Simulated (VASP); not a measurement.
# VSi (rocksalt type) (Fm-3m) in VASP: a series of runs, part 2 of 2

VASP 6.6.1. Earlier steps stand in the parts before.

## 3. Single point, LDA

This run uses another cell than the first one, of 13.77 Å³/atom, 1.194 times its volume.

File INCAR:

```
SYSTEM = VSi
ALGO = Normal
EDIFF = 1E-6
ENCUT = 520
GGA = CA
ISIF = 2
ISMEAR = -1
LASPH = .True.
LCHARG = .False.
LREAL = .False.
LWAVE = .False.
NBANDS = 16
NELM = 80
PREC = Accurate
SIGMA = 0.1
```

File KPOINTS:

```
k-points
0
Gamma
  14 14 14
  0 0 0
```

File POSCAR:

```
VSi
1.0
    0.0000000000      2.3967012928      2.3967012928
    2.3967012928      0.0000000000      2.3967012928
    2.3967012928      2.3967012928      0.0000000000
V Si
1 1
Direct
    0.0000000000      0.0000000000      0.0000000000
    0.5000000000      0.5000000000      0.5000000000
```

Potentials or basis: VASP PAW LDA potentials, release 64 (V_sv, Si).

On the command line:

```
$ cat potpaw_LDA.64/V_sv/POTCAR potpaw_LDA.64/Si/POTCAR > POTCAR
$ mpirun -np 1 vasp_std > vasp.out
```

OUTCAR:

```text
SYSTEM = VSi
   EDIFF = 1E-6
   ENCUT = 520
   GGA = CA
   ISIF = 2
   ISMEAR = -1
   LASPH = .True.
   LREAL = .False.
   NELM = 80
   PREC = Accurate

 ion  position               nearest neighbor table
   1  0.000  0.000  0.000-   2 2.40   2 2.40   2 2.40   2 2.40   2 2.40   2 2.40
   2  0.500  0.500  0.500-   1 2.40   1 2.40   1 2.40   1 2.40   1 2.40   1 2.40

  LATTYP: Found a face centered cubic cell.
 ALAT       =     4.7934025856

  Lattice vectors:

 A1 = (   0.0000000000,   2.3967012928,   2.3967012928)
 A2 = (   2.3967012928,   0.0000000000,   2.3967012928)
 A3 = (   2.3967012928,   2.3967012928,   0.0000000000)

Analysis of symmetry for initial positions (statically):
=====================================================================
 Subroutine PRICEL returns:
 Original cell was already a primitive cell.

 Routine SETGRP: Setting up the symmetry group for a
 face centered cubic supercell.

 Subroutine GETGRP returns: Found 48 space group operations
 (whereof 48 operations were pure point group operations)
 out of a pool of 48 trial point group operations.

The static configuration has the point symmetry O_h .

Analysis of symmetry for dynamics (positions and initial velocities):
[... 156 lines left out ...]

  energy without entropy =      -15.96267068  energy(sigma->0) =      -15.99263470

 E-fermi :   9.9959     XC(G=0): -12.1820

 val. band max:        9.9936180494   @ k =   0.2857   0.1429   0.0000
 cond. band min:      10.0012077473   @ k =   0.2857   0.0714   0.0000
 fundamental gap:      0.0075896978
 Fermi energy:         9.9959140728

 k-point     1 :       0.0000    0.0000    0.0000
  band No.  band energies     occupation
      1     -53.5109      2.00000
      2     -27.7909      2.00000
      3     -27.7909      2.00000
      4     -27.7909      2.00000
      5      -1.4669      2.00000
      6       8.9583      1.99994
[... 433 lines left out ...]
      3     -27.8061      2.00000
      4     -27.8047      2.00000
      5      -0.0455      2.00000
      6       7.1388      2.00000
[... 8 lines left out ...]
     15      18.9187      0.00000
     16      21.2368      0.00000

 [... further k-points ...]
[... 5 lines left out ...]
  --------------------------------------------------------------------------------------
  -------------------------------------------------------------------------------------
  Total        0.0458195      0.0458195      0.0458195      0.0000000     -0.0000000      0.0000000
  in kB        2.6661764      2.6661764      2.6661764      0.0000000     -0.0000000      0.0000000
  external PRESSURE =       2.6661764 kB  Pullay stress =       0.0000000 kB

 VOLUME and BASIS-vectors are now :
 -----------------------------------------------------------------------------
  energy-cutoff  :      520.00
  volume of cell :       27.53
      direct lattice vectors                 reciprocal lattice vectors
     0.000000000  2.396701293  2.396701293    -0.208620074  0.208620074  0.208620074
     2.396701293  0.000000000  2.396701293     0.208620074 -0.208620074  0.208620074
     2.396701293  2.396701293  0.000000000     0.208620074  0.208620074 -0.208620074

 POSITION                                       TOTAL-FORCE (eV/Angst)
 -----------------------------------------------------------------------------------
      0.00000      0.00000      0.00000         0.000000      0.000000     -0.000000
      2.39670      2.39670      2.39670        -0.000000     -0.000000      0.000000
 -----------------------------------------------------------------------------------
    total drift:                               -0.000000      0.000000      0.000000

  FREE ENERGIE OF THE ION-ELECTRON SYSTEM (eV)
  ---------------------------------------------------
  free  energy   TOTEN  =       -16.0225987224 eV

  energy  without entropy=      -15.9626706801  energy(sigma->0) =      -15.99263470
```

OSZICAR:

```text
N       E                     dE             d eps       ncg     rms          rms(c)
DAV:   1     0.116129721197E+03    0.11613E+03   -0.82565E+03  3336   0.106E+03
DAV:   2    -0.158154550015E+02   -0.13195E+03   -0.12681E+03  3600   0.313E+02
DAV:   3    -0.185294311702E+02   -0.27140E+01   -0.26975E+01  4088   0.472E+01
DAV:   4    -0.185488918554E+02   -0.19461E-01   -0.19459E-01  3920   0.439E+00
DAV:   5    -0.185491671586E+02   -0.27530E-03   -0.27530E-03  4184   0.528E-01    0.229E+01
DAV:   6    -0.172713390822E+02    0.12778E+01   -0.15409E+01  3464   0.461E+01    0.982E+00
DAV:   7    -0.160709037025E+02    0.12004E+01   -0.45141E+00  3360   0.269E+01    0.570E+00
DAV:   8    -0.160315288687E+02    0.39375E-01   -0.21422E-01  3392   0.499E+00    0.858E-01
DAV:   9    -0.160227540207E+02    0.87748E-02   -0.24153E-02  3880   0.198E+00    0.335E-01
DAV:  10    -0.160227318176E+02    0.22203E-04   -0.82668E-04  3736   0.205E-01    0.214E-01
DAV:  11    -0.160226008145E+02    0.13100E-03   -0.17003E-04  3936   0.137E-01    0.300E-02
DAV:  12    -0.160225991638E+02    0.16507E-05   -0.94417E-06  3672   0.262E-02    0.225E-02
DAV:  13    -0.160225987224E+02    0.44143E-06   -0.13283E-06  2912   0.152E-02
   1 F= -.16022599E+02 E0= -.15992635E+02  d E =-.599280E-01
```

stdout:

```text
POSCAR found type information on POSCAR V Si
 POSCAR found :  2 types and       2 ions
 scaLAPACK will be used
 LDA part: xc-table for (Slater(with rela. corr.)+CA(PZ))
 , standard interpolation
 POSCAR, INCAR and KPOINTS ok, starting setup
 FFT: planning ... GRIDC
 FFT: planning ... GRID_SOFT
 FFT: planning ... GRID
 WAVECAR not read
 entering main loop
```

It took 31 s on 1 thread of AMD EPYC 9R45 (Zen 5), shared host; peak memory 0.14 GiB.

What came out:

- Free energy: -16.0226 eV
- Pressure: 0.3 GPa

Levels at points of the mesh, in eV from the Fermi level:
| k point | band 4 | band 5 | band 6 | band 7 | band 8 | band 9 | band 10 | band 11 | band 12 | band 13 |
| --- | --- | --- | --- | --- | --- | --- | --- | --- | --- | --- |
| (0.00, 0.00, 0.00) | -37.79 | -11.46 | -1.04 | -1.04 | -1.04 | -0.64 | -0.64 | 3.83 | 3.83 | 3.83 |
| (0.50, 0.00, 0.00) | -37.80 | -7.61 | -6.15 | -2.57 | -2.57 | 0.76 | 0.76 | 1.74 | 5.90 | 7.29 |
| (0.50, 0.50, 0.00) | -37.83 | -7.86 | -4.35 | -2.79 | 0.12 | 0.24 | 0.24 | 1.15 | 1.15 | 2.36 |
